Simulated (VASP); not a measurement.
# Al3Sb2P (P3m1) in VASP: relaxation of cell and atoms with PBE

Aim: the relaxation of cell and atoms of Al3Sb2P with PBE.

Everything below comes from runs of VASP 6.6.1. Logs are shortened: lines on timing, memory, paths and dates and some standing lists are left out, and cuts for length are marked.

### Step 1. The cell of the first run

The structure is trigonal, space group P3m1 (No. 156). The conventional cell has a = 3.779 Å, b = 3.779 Å, c = 10.712 Å, α = 90.00°, β = 90.00°, γ = 120.00°. Within 3.2 Å of Al (site symmetry 3m) lie 3 P at 2.42 Å and 3 Sb at 3.04 Å. Within 3.9 Å of Al (site symmetry 3m) lie 3 Sb at 2.80 Å and 10 Al at 2.84 to 3.87 Å. Al (site symmetry 3m) has 9 Al at 2.84 to 3.78 Å and 3 Sb at 2.86 Å within 3.8 Å. Within 3.9 Å of Sb (site symmetry 3m) lie 6 Al at 2.86 to 3.86 Å and 3 P at 3.06 Å and 6 Sb at 3.78 Å. Within 3.9 Å of Sb (site symmetry 3m) lie 6 Al at 2.80 to 3.04 Å and 6 Sb at 3.78 Å and 3 P at 3.84 Å. P (site symmetry 3m) has 3 Al at 2.42 Å and 3 Sb at 3.06 Å within 3.2 Å.

The cell was generated, and may not be a known phase.

### Step 2. Relaxation of cell and atoms, PBE

INCAR reads:

```
SYSTEM = Al3Sb2P
ALGO     = Normal         ! electronic algorithm
EDIFF    = 1E-6           ! SCF threshold, eV
EDIFFG   = -0.01          ! ionic threshold
ENCUT    = 600            ! plane-wave cutoff, eV
GGA      = PE             ! functional
IBRION   = 2              ! ionic algorithm
ISIF     = 3              ! what is computed and relaxed
ISMEAR   = 0              ! smearing method
LASPH    = .True.         ! aspherical terms in the spheres
LCHARG   = .False.        ! write CHGCAR
LREAL    = .False.        ! projectors in reciprocal space
LWAVE    = .False.        ! write WAVECAR
NELM     = 80             ! most SCF steps
NSW      = 100            ! ionic steps
PREC     = Accurate       ! precision mode
SIGMA    = 0.1            ! smearing width, eV
```

KPOINTS reads:

```
k-points
0
Gamma
  12 12 4
  0 0 0
```

POSCAR reads:

```
Al3Sb2P
1.0
    3.7787865215      0.0000000000      0.0000000000
   -1.8893932607      3.2725251231      0.0000000000
    0.0000000000      0.0000000000     10.7115454418
Al Sb P
3 2 1
Direct
    0.6666666667      0.3333333333      0.0507269116
    0.6666666667      0.3333333333      0.4116990465
    0.0000000000      0.0000000000      0.5817071047
    0.3333333333      0.6666666667      0.7537298332
    0.3333333333      0.6666666667      0.2483581707
    0.0000000000      0.0000000000      0.9537789532
```

Potentials or basis: VASP PAW PBE potentials, release 64 (Al, Sb, P).

Run with:

```bash
$ cat potpaw_PBE.64/Al/POTCAR potpaw_PBE.64/Sb/POTCAR potpaw_PBE.64/P/POTCAR > POTCAR
$ mpirun -np 1 vasp_std > vasp.out
```

OUTCAR:

```text
SYSTEM = Al3Sb2P
   EDIFF = 1E-6
   EDIFFG = -0.01
   ENCUT = 600
   GGA = PE
   IBRION = 2
   ISIF = 3
   ISMEAR = 0
   LASPH = .True.
   LREAL = .False.
   NELM = 80
   NSW = 100
   PREC = Accurate

 ion  position               nearest neighbor table
   1  0.667  0.333  0.051-   6 2.42   6 2.42   6 2.42   5 3.04   5 3.04   5 3.04
   2  0.667  0.333  0.412-   5 2.80   5 2.80   5 2.80   3 2.84   3 2.84   3 2.84
   3  0.000  0.000  0.582-   2 2.84   2 2.84   2 2.84   4 2.86   4 2.86   4 2.86
   4  0.333  0.667  0.754-   3 2.86   3 2.86   3 2.86   6 3.06   6 3.06   6 3.06
   5  0.333  0.667  0.248-   2 2.80   2 2.80   2 2.80   1 3.04   1 3.04   1 3.04
   6  0.000  0.000  0.954-   1 2.42   1 2.42   1 2.42   4 3.06   4 3.06   4 3.06

  LATTYP: Found a hexagonal cell.
 ALAT       =     3.7787865215
 C/A-ratio  =     2.8346521776

  Lattice vectors:

 A1 = (   3.7787865215,   0.0000000000,   0.0000000000)
 A2 = (  -1.8893932607,   3.2725251231,   0.0000000000)
 A3 = (   0.0000000000,   0.0000000000,  10.7115454418)

Analysis of symmetry for initial positions (statically):
=====================================================================
 Subroutine PRICEL returns:
 Original cell was already a primitive cell.

 Routine SETGRP: Setting up the symmetry group for a
 hexagonal supercell.

 Subroutine GETGRP returns: Found  6 space group operations
 (whereof  6 operations were pure point group operations)
 out of a pool of 24 trial point group operations.

The static configuration has the point symmetry C_3v.

Analysis of symmetry for dynamics (positions and initial velocities):
=====================================================================
 Subroutine PRICEL returns:
 Original cell was already a primitive cell.

 Routine SETGRP: Setting up the symmetry group for a
 hexagonal supercell.

 Subroutine GETGRP returns: Found  6 space group operations
 (whereof  6 operations were pure point group operations)
 out of a pool of 24 trial point group operations.

The dynamic configuration has the point symmetry C_3v.

 Subroutine INISYM returns: Found  6 space group operations
 (whereof  6 operations are pure point group operations),
 and found     1 'primitive' translations

----------------------------------------------------------------------------------------

                                     Primitive cell

  volume of cell :     132.4608

  direct lattice vectors                    reciprocal lattice vectors
     3.778786521  0.000000000  0.000000000     0.264635219  0.152787215  0.000000000
    -1.889393261  3.272525123  0.000000000     0.000000000  0.305574430  0.000000000
     0.000000000  0.000000000 10.711545442     0.000000000  0.000000000  0.093357210

  length of vectors
     3.778786521  3.778786521 10.711545442     0.305574430  0.305574430  0.093357210

  position of ions in fractional coordinates (direct lattice)
     0.666666667  0.333333333  0.050726912
     0.666666667  0.333333333  0.411699046
     0.000000000  0.000000000  0.581707105
     0.333333333  0.666666667  0.753729833
     0.333333333  0.666666667  0.248358171
     0.000000000  0.000000000  0.953778953

  ion indices of the primitive-cell ions
   primitive index   ion index
                 1           1
                 2           2
                 3           3
                 4           4
                 5           5
                 6           6

----------------------------------------------------------------------------------------

 KPOINTS: k-points

Automatic generation of k-mesh.
 Grid dimensions read from file:
 generate k-points for:   12   12    4

 Generating k-lattice:

  Cartesian coordinates                     Fractional coordinates (reciprocal lattice)
     0.022052935  0.012732268  0.000000000     0.083333333  0.000000000  0.000000000
     0.000000000  0.025464536  0.000000000     0.000000000  0.083333333  0.000000000
     0.000000000  0.000000000  0.023339303     0.000000000  0.000000000  0.250000000

  Length of vectors
     0.025464536  0.025464536  0.023339303

  Shift w.r.t. Gamma in fractional coordinates (k-lattice)
     0.000000000  0.000000000  0.000000000

 Subroutine IBZKPT returns following result:
 ===========================================

 Found     69 irreducible k-points:

 Following reciprocal coordinates:
            Coordinates               Weight
  0.000000  0.000000  0.000000      1.000000
  0.083333 -0.000000  0.000000      6.000000
  0.166667  0.000000  0.000000      6.000000
  0.250000 -0.000000  0.000000      6.000000
  0.333333  0.000000  0.000000      6.000000
  0.416667 -0.000000  0.000000      6.000000
[... 16 lines left out ...]
  0.166667  0.000000  0.250000      6.000000
  0.000000  0.166667  0.250000      6.000000
 [... further k-points ...]
   k-points           NKPTS =     69   k-points in BZ     NKDIM =     69   number of bands    NBANDS=     16
   number of dos      NEDOS =    301   number of ions     NIONS =      6
   total plane-waves  NPLWV =  81000
   dimension x,y,z NGX =    30 NGY =   30 NGZ =   90
   dimension x,y,z NGXF=    60 NGYF=   60 NGZF=  180
   ions per type =               3   2   1
   NGX,Y,Z   is equivalent  to a cutoff of  13.20, 13.20, 13.97 a.u.
   NGXF,Y,Z  is equivalent  to a cutoff of  26.40, 26.40, 27.94 a.u.
 SYSTEM =  Al3Sb2P
   PREC   = accura    normal or accurate (medium, high low for compatibility)
   ISTART =      0    job   : 0-new  1-cont  2-samecut
   ICHARG =      2    charge: 1-file 2-atom 10-const
   ISPIN  =      1    spin polarized calculation?
   LNONCOLLINEAR =      F non collinear calculations
   LSORBIT =      F    spin-orbit coupling
   LASPH  =      T    aspherical Exc in radial PAW
   ENCUT  =  600.0 eV  44.10 Ry    6.64 a.u.   7.55  7.55 21.39*2*pi/ulx,y,z
   NELM   =     80;   NELMIN=  2; NELMDL= -5     # of ELM steps
   EDIFF  = 0.1E-05   stopping-criterion for ELM
   LREAL  =      F    real-space projection
   EDIFFG = -.1E-01   stopping-criterion for IOM
   NSW    =    100    number of steps for IOM
   IBRION =      2    ionic relax: 0-MD 1-quasi-New 2-CG
   NFREE  =      1    steps in history (QN), initial steepest desc. (CG)
   ISIF   =      3    stress and relaxation
   ISYM   =      2    0-nonsym 1-usesym 2-fastsym
   POTIM  = 0.5000    time-step for ionic-motion
   TEBEG  =    0.0;   TEEND  =   0.0 temperature during run
   PSTRESS=    0.0 pullay stress
   NELECT =      24.0000    total number of electrons
   NUPDOWN=      -1.0000    fix difference up-down
   EMIN   =  10.00;   EMAX   =-10.00  energy-range for DOS
   EFERMI =   0.00;   METHOD = LEGACY
   ISMEAR =     0;   SIGMA  =   0.10  broadening in eV -4-tet -1-fermi 0-gaus
   EFERMI_NEDOS =   21; number of points for ismear=-14 and -15
   IALGO  =     38    algorithm
   IMIX   =      4    mixing-type and parameters
     AMIX     =   0.40;   BMIX     =  1.00
     AMIX_MAG =   1.60;   BMIX_MAG =  1.00
  volume/ion in A,a.u.               =      22.08       148.98
  Fermi-wavevector in a.u.,A,eV,Ry     =   0.926366  1.750578 11.675901  0.858155
  Thomas-Fermi vector in A             =   2.052321
   LORBIT       =      0    0 simple, 1 ext, 2 COOP (PROOUT), +10 PAW based schemes
   GGA     = PE    functional components
   LHFCALC =     F    Hartree Fock is set to
   AEXX    =    0.0000 exact exchange contribution
   IVDW    =     0    specifies the selected vdW correction
   LEPSILON=     F    determine dielectric tensor
   LRPA    =     F    only Hartree local field effects (RPA)
 conjugate gradient relaxation of ions
 non-spin polarized calculation
 Gauss-broadening in eV      SIGMA  =   0.10
  energy-cutoff  :      600.00
  volume of cell :      132.46
 maximum number of plane-waves:      4452
   NGX = 15   NGY = 15   NGZ = 43

--------------------------------------- Ionic step        1  -------------------------------------------

 number of electron      24.0000000 magnetization

 Free energy of the ion-electron system (eV)
  ---------------------------------------------------
  ext. energy  EPLUGINS =         0.00000000
  ---------------------------------------------------
  free energy    TOTEN  =       -24.24669446 eV

  energy without entropy =      -24.23183223  energy(sigma->0) =      -24.23926334

------------------------ aborting loop because EDIFF is reached ----------------------------------------

  FORCE on cell =-STRESS in cart. coord.  units (eV):
  Direction    XX          YY          ZZ          XY          YZ          ZX
  --------------------------------------------------------------------------------------
  -------------------------------------------------------------------------------------
  Total       -0.2779164     -0.2779164      0.6131319     -0.0000000      0.0000000     -0.0000000
  in kB       -3.3615318     -3.3615318      7.4161251     -0.0000000      0.0000000     -0.0000000
  external PRESSURE =       0.2310205 kB  Pullay stress =       0.0000000 kB
[... 101 lines left out ...]
  FREE ENERGIE OF THE ION-ELECTRON SYSTEM (eV)
  ---------------------------------------------------
  free  energy   TOTEN  =       -24.2642615302 eV

  energy  without entropy=      -24.2484984945  energy(sigma->0) =      -24.25638001

[... ionic steps 4 to 10 ...]

--------------------------------------- Ionic step       11  -------------------------------------------

 number of electron      24.0000002 magnetization

------------------------ aborting loop because EDIFF is reached ----------------------------------------
[... 75 lines left out ...]
--------------------------------------- Ionic step       13  -------------------------------------------

 number of electron      24.0000002 magnetization

 Free energy of the ion-electron system (eV)
  ---------------------------------------------------
  ext. energy  EPLUGINS =         0.00000000
  ---------------------------------------------------
  free energy    TOTEN  =       -24.26786210 eV

  energy without entropy =      -24.25370712  energy(sigma->0) =      -24.26078461

 E-fermi :   6.7316     XC(G=0):  -9.8040

 val. band max:        6.7297797776   @ k =   0.3333   0.1667   0.5000
 cond. band min:       6.7325355750   @ k =   0.3333   0.0833   0.5000
 fundamental gap:      0.0027557974
 Fermi energy:         6.7315882246

 k-point     1 :       0.0000    0.0000    0.0000
  band No.  band energies     occupation
      1      -5.5165      2.00000
      2      -4.2805      2.00000
      3      -3.6214      2.00000
      4      -0.0369      2.00000
      5       1.0832      2.00000
      6       5.4099      2.00000
[... 433 lines left out ...]
      3      -3.1469      2.00000
      4      -0.1029      2.00000
      5       2.0621      2.00000
      6       3.9284      2.00000
[... 8 lines left out ...]
     15      10.0320      0.00000
     16      10.5281      0.00000

 [... further k-points ...]

------------------------ aborting loop because EDIFF is reached ----------------------------------------

  FORCE on cell =-STRESS in cart. coord.  units (eV):
  Direction    XX          YY          ZZ          XY          YZ          ZX
  --------------------------------------------------------------------------------------
  -------------------------------------------------------------------------------------
  Total       -0.0573846     -0.0573846     -0.0342569     -0.0000000     -0.0000000      0.0000000
  in kB       -0.6936369     -0.6936369     -0.4140806     -0.0000000     -0.0000000      0.0000000
  external PRESSURE =      -0.6004515 kB  Pullay stress =       0.0000000 kB
[... 21 lines left out ...]
  FREE ENERGIE OF THE ION-ELECTRON SYSTEM (eV)
  ---------------------------------------------------
  free  energy   TOTEN  =       -24.2678620963 eV

  energy  without entropy=      -24.2537071192  energy(sigma->0) =      -24.26078461

 reached required accuracy - stopping structural energy minimisation
```

Run time: 40 min. Hardware: 1 thread of Intel Xeon 8259CL, shared host; peak memory 0.43 GiB.

Results:

```yaml
Free_energy: -24.2679 eV
Relaxed_volume: 22.09 Å³/atom
Relaxed_cell: a = 3.726 Å, b = 3.726 Å, c = 11.023 Å, α = 90.00°, β = 90.00°, γ = 120.00°
Space_group_after_relaxing_to_0.1_Å: P3m1 (No. 156)
Energy_gained_by_relaxing: 3.5 meV/atom
Ionic_steps: 13
Pressure_after_relaxing: -0.1 GPa
Largest_force_after_relaxing: 0.006 eV/Å
Band_gap_on_the_k_mesh: zero (bands 12 and 13 overlap by 3.32 eV)
```

Forces on the atoms (eV/Å):
```
Al   0.000  0.000 -0.004
Al   0.000  0.000  0.002
Al   0.000  0.000  0.002
Sb   0.000  0.000 -0.006
Sb   0.000  0.000  0.000
P    0.000  0.000  0.004
```

The path:
| step | energy change (eV) | largest force (eV/Å) | pressure (GPa) | volume (Å³) |
| --- | --- | --- | --- | --- |
| 1 | 0.0000 | 0.1452 | 0.02 | 132.46 |
| 2 | -0.0061 | 0.1066 | -0.04 | 132.52 |
| 3 | -0.0176 | 0.0536 | -0.19 | 132.67 |
| 4 | -0.0020 | 0.2255 | -0.20 | 132.85 |
| 5 | -0.0194 | 0.0720 | -0.22 | 132.72 |
| 6 | -0.0195 | 0.0753 | -0.23 | 132.73 |
| 7 | -0.0196 | 0.0709 | 0.39 | 131.59 |
| 8 | -0.0203 | 0.0483 | 0.09 | 132.13 |
| 9 | -0.0208 | 0.0259 | 0.03 | 132.29 |
| 10 | -0.0209 | 0.0292 | -0.01 | 132.39 |
| 11 | -0.0211 | 0.0195 | 0.01 | 132.39 |
| 12 | -0.0212 | 0.0133 | 0.03 | 132.38 |
| 13 | -0.0212 | 0.0056 | -0.06 | 132.55 |

Final structure:
```xyz
6
Lattice="3.7262 0.0000 0.0000 -1.8631 3.2270 0.0000 0.0000 0.0000 11.0235" Properties=species:S:1:pos:R:3 pbc="T T T"
Al    1.8631    1.0757    0.5325
Al    1.8631    1.0757    4.5854
Al    0.0000    0.0000    6.3894
Sb    0.0000    2.1513    8.2878
Sb    0.0000    2.1513    2.7440
P     0.0000    0.0000   10.5313
```

Caveat: spin-orbit coupling is left out, which moves the levels of the heavy elements.
